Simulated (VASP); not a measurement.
# Si2C (P-3m1) in VASP: further runs, part 2 of 2

VASP 6.6.1. Earlier steps stand in the parts before.

### 4 Relaxation of cell and atoms, PBE

This run uses another cell than the first one, of 13.75 Å³/atom, 0.955 times its volume.

The input, INCAR:

```
PREC = Accurate
ENCUT = 600
EDIFF = 1E-7
ISMEAR = 0
SIGMA = 0.1
LREAL = F
LASPH = T
NELM = 100
ALGO = Normal
ISIF = 3
LWAVE = F
LCHARG = F
GGA = PE
IBRION = 2
NSW = 100
EDIFFG = -0.01
```

The input, KPOINTS:

```
Automatic mesh
0
Gamma
  12 12 4
```

The input, POSCAR:

```
Si2C
1.0
    3.1036163001      0.0000000000      0.0000000000
   -1.5518081501      2.6878105595      0.0000000000
    0.0000000000      0.0000000000      9.8925743890
Si C
4 2
Direct
    0.3333333333      0.6666666667      0.3939555277
    0.3333333333      0.6666666667      0.8283008582
    0.6666666667      0.3333333333      0.1716991418
    0.6666666667      0.3333333333      0.6060444723
    0.3333333333      0.6666666667      0.1538233432
    0.6666666667      0.3333333333      0.8461766568
```

Potentials or basis: VASP PAW PBE potentials, release 64 (Si, C).

The run is started by

```sh
> cat potpaw_PBE.64/Si/POTCAR potpaw_PBE.64/C/POTCAR > POTCAR
> mpirun -np 1 vasp_std > vasp.out
```

OUTCAR:

```text
PREC = Accurate
   ENCUT = 600
   EDIFF = 1E-7
   ISMEAR = 0
   LREAL = F
   LASPH = T
   NELM = 100
   ISIF = 3
   GGA = PE
   IBRION = 2
   NSW = 100
   EDIFFG = -0.01

 ion  position               nearest neighbor table
   1  0.333  0.667  0.394-   5 2.38   4 2.76   4 2.76   4 2.76   3 2.84   3 2.84   3 2.84
   2  0.333  0.667  0.828-   6 1.80   6 1.80   6 1.80   4 2.84   4 2.84   4 2.84
   3  0.667  0.333  0.172-   5 1.80   5 1.80   5 1.80   1 2.84   1 2.84   1 2.84
   4  0.667  0.333  0.606-   6 2.38   1 2.76   1 2.76   1 2.76   2 2.84   2 2.84   2 2.84
   5  0.333  0.667  0.154-   3 1.80   3 1.80   3 1.80   1 2.38
   6  0.667  0.333  0.846-   2 1.80   2 1.80   2 1.80   4 2.38

  LATTYP: Found a hexagonal cell.
 ALAT       =     3.1036163001
 C/A-ratio  =     3.1874347318

  Lattice vectors:

 A1 = (   3.1036163001,   0.0000000000,   0.0000000000)
 A2 = (  -1.5518081501,   2.6878105595,   0.0000000000)
 A3 = (   0.0000000000,   0.0000000000,   9.8925743890)

Analysis of symmetry for initial positions (statically):
=====================================================================
 Subroutine PRICEL returns:
 Original cell was already a primitive cell.

 Routine SETGRP: Setting up the symmetry group for a
 hexagonal supercell.

[... 289 lines left out ...]
  ---------------------------------------------------
  free  energy   TOTEN  =       -36.9957095775 eV

  energy  without entropy=      -36.9866922338  energy(sigma->0) =      -36.99120091

[... ionic steps 4 to 12 ...]

--------------------------------------- Ionic step       13  -------------------------------------------

 number of electron      24.0000000 magnetization

------------------------ aborting loop because EDIFF is reached ----------------------------------------
[... 75 lines left out ...]
--------------------------------------- Ionic step       15  -------------------------------------------

 number of electron      24.0000000 magnetization

 Free energy of the ion-electron system (eV)
  ---------------------------------------------------
  ext. energy  EPLUGINS =         0.00000000
  ---------------------------------------------------
  free energy    TOTEN  =       -37.00470424 eV

  energy without entropy =      -36.99839159  energy(sigma->0) =      -37.00154791

 E-fermi :   8.2278     XC(G=0): -10.5358

 val. band max:        8.2048301540   @ k =   0.2500   0.0833   0.0000
 cond. band min:       8.2350135000   @ k =   0.1667   0.1667   0.0000
 fundamental gap:      0.0301833459
 Fermi energy:         8.2277689038

 k-point     1 :       0.0000    0.0000    0.0000
  band No.  band energies     occupation
      1      -8.2487      2.00000
      2      -7.9411      2.00000
      3      -3.3865      2.00000
      4      -0.9363      2.00000
      5       0.9506      2.00000
      6       4.6695      2.00000
[... 433 lines left out ...]
      3      -2.7727      2.00000
      4      -0.7827      2.00000
      5       1.9434      2.00000
      6       2.8393      2.00000
[... 8 lines left out ...]
     15      11.7366      0.00000
     16      11.8087      0.00000

 [... further k-points ...]
[... 5 lines left out ...]
  --------------------------------------------------------------------------------------
  -------------------------------------------------------------------------------------
  Total        0.0022123      0.0022123     -0.0011091     -0.0000000     -0.0000000      0.0000000
  in kB        0.0431509      0.0431509     -0.0216318     -0.0000000     -0.0000000      0.0000000
  external PRESSURE =       0.0215567 kB  Pullay stress =       0.0000000 kB
[... 21 lines left out ...]
  FREE ENERGIE OF THE ION-ELECTRON SYSTEM (eV)
  ---------------------------------------------------
  free  energy   TOTEN  =       -37.0047042377 eV

  energy  without entropy=      -36.9983915915  energy(sigma->0) =      -37.00154791

 reached required accuracy - stopping structural energy minimisation
```

OSZICAR:

```text
N       E                     dE             d eps       ncg     rms          rms(c)
DAV:   1     0.766430852877E+02    0.76643E+02   -0.11621E+04  2208   0.146E+03
DAV:   2    -0.349354476795E+02   -0.11158E+03   -0.10981E+03  2976   0.212E+02
DAV:   3    -0.411794455980E+02   -0.62440E+01   -0.62062E+01  3064   0.521E+01
[... 140 lines left out ...]
DAV:   2    -0.370047092626E+02    0.85323E-05   -0.22023E-04  3240   0.103E-01    0.136E-02
DAV:   3    -0.370047051494E+02    0.41132E-05   -0.17736E-05  3032   0.309E-02    0.616E-03
DAV:   4    -0.370047043761E+02    0.77334E-06   -0.39808E-06  3072   0.121E-02    0.219E-03
DAV:   5    -0.370047042552E+02    0.12089E-06   -0.26664E-07  2496   0.369E-03    0.721E-04
DAV:   6    -0.370047042377E+02    0.17436E-07   -0.74496E-08  1480   0.188E-03
  15 F= -.37004704E+02 E0= -.37001548E+02  d E =-.501211E-04
```

CONTCAR:

```text
Si2C
   1.00000000000000
     3.1087006374839330   -0.0000000000000889    0.0000000000000000
    -1.5543503187921248    2.6922137248360065   -0.0000000000000000
     0.0000000000000000   -0.0000000000000000    9.8148185224860569
  Si              C
     4     2
Direct
     0.3333333332999970    0.6666666667000030    0.3868403786697308
     0.3333333332999970    0.6666666667000030    0.8253954422914691
     0.6666666667000030    0.3333333332999970    0.1746045577085308
     0.6666666667000030    0.3333333332999970    0.6131596213302694
     0.3333333332999970    0.6666666667000030    0.1543229760383065
     0.6666666667000030    0.3333333332999970    0.8456770239616935

  0.00000000E+00  0.00000000E+00  0.00000000E+00
  0.00000000E+00  0.00000000E+00  0.00000000E+00
  0.00000000E+00  0.00000000E+00  0.00000000E+00
  0.00000000E+00  0.00000000E+00  0.00000000E+00
  0.00000000E+00  0.00000000E+00  0.00000000E+00
  0.00000000E+00  0.00000000E+00  0.00000000E+00
```

It took 11 min on 1 thread of Intel Xeon 6975P-C (Granite Rapids), shared host; peak memory 0.29 GiB.

Results:

* Free energy: -37.0047 eV
* Relaxed volume: 13.69 Å³/atom
* Relaxed cell: a = 3.109 Å, b = 3.109 Å, c = 9.815 Å, α = 90.00°, β = 90.00°, γ = 120.00°
* Space group after relaxing (to 0.05 Å): P-3m1 (No. 164)
* Energy gained by relaxing: 5.2 meV/atom
* Ionic steps: 15
* Pressure after relaxing: 0.0 GPa
* Largest force after relaxing: 0.004 eV/Å
* Band gap on the k mesh: zero (band 12 reaches 11.18 eV, above the bottom of band 13 at 6.07 eV)

Forces on the atoms (eV/Å):
```
Si   0.000  0.000 -0.001
Si   0.000  0.000 -0.002
Si   0.000  0.000  0.002
Si   0.000  0.000  0.001
C    0.000  0.000  0.004
C    0.000  0.000 -0.004
```

Step by step:
| step | energy change (eV) | largest force (eV/Å) | pressure (GPa) | volume (Å³) |
| --- | --- | --- | --- | --- |
| 1 | 0.0000 | 0.2268 | -0.39 | 82.52 |
| 2 | -0.0166 | 0.1767 | -0.58 | 82.12 |
| 3 | -0.0222 | 0.1307 | -0.67 | 81.81 |
| 4 | -0.0229 | 0.1063 | -0.70 | 81.68 |
| 5 | -0.0239 | 0.0640 | 1.07 | 80.71 |
| 6 | -0.0250 | 0.0832 | 0.33 | 81.11 |
| 7 | -0.0267 | 0.0719 | 0.31 | 81.21 |
| 8 | -0.0298 | 0.0335 | 0.30 | 81.53 |
| 9 | -0.0301 | 0.0519 | 0.32 | 81.65 |
| 10 | -0.0307 | 0.0378 | -0.44 | 82.38 |
| 11 | -0.0309 | 0.0315 | -0.20 | 82.15 |
| 12 | -0.0306 | 0.0261 | 0.33 | 82.11 |
| 13 | -0.0311 | 0.0165 | 0.01 | 82.13 |
| 14 | -0.0311 | 0.0170 | 0.01 | 82.13 |
| 15 | -0.0312 | 0.0040 | 0.00 | 82.14 |

Final structure:
```
Si C
1.0
     3.10870    0.00000    0.00000
    -1.55435    2.69221    0.00000
     0.00000    0.00000    9.81482
Si C
4 2
Direct
  0.33333 0.66667 0.38684
  0.33333 0.66667 0.82540
  0.66667 0.33333 0.17460
  0.66667 0.33333 0.61316
  0.33333 0.66667 0.15432
  0.66667 0.33333 0.84568
```

### 5 Summary

| task | spin | cell | k mesh | cutoff (eV) | gap on the mesh (eV) | pressure (GPa) | largest force (eV/Å) |
| --- | --- | --- | --- | --- | --- | --- | --- |
| single point | collinear, ferromagnetic start | a = 2.734, b = 2.734, c = 13.344 Å, angles 90.0, 90.0, 120.0°, 6 atoms | 6 × 6 × 2 | 520 | none | -11.9 | 1.55 |
| single point | off | a = 3.110, b = 3.110, c = 9.841 Å, angles 90.0, 90.0, 120.0°, 6 atoms | 12 × 12 × 4 | 520 | none | -0.1 | 0.01 |
| relaxation of cell and atoms | off | relaxed from a = 3.104, b = 3.104, c = 9.893 Å, angles 90.0, 90.0, 120.0°, 6 atoms | 12 × 12 × 4 | 600 | none | 0.0 | - |

Alike in all rows: level PBE; potentials or basis VASP PAW PBE potentials, release 64 (Si, C); smearing gaussian 0.1 eV.

Caveats: some runs use coarse meshes; forces of over 1 eV/Å act on the atoms, so gaps and moduli don't describe the material at rest (some runs).

Absolute energies hang on the potentials; compare differences alone.
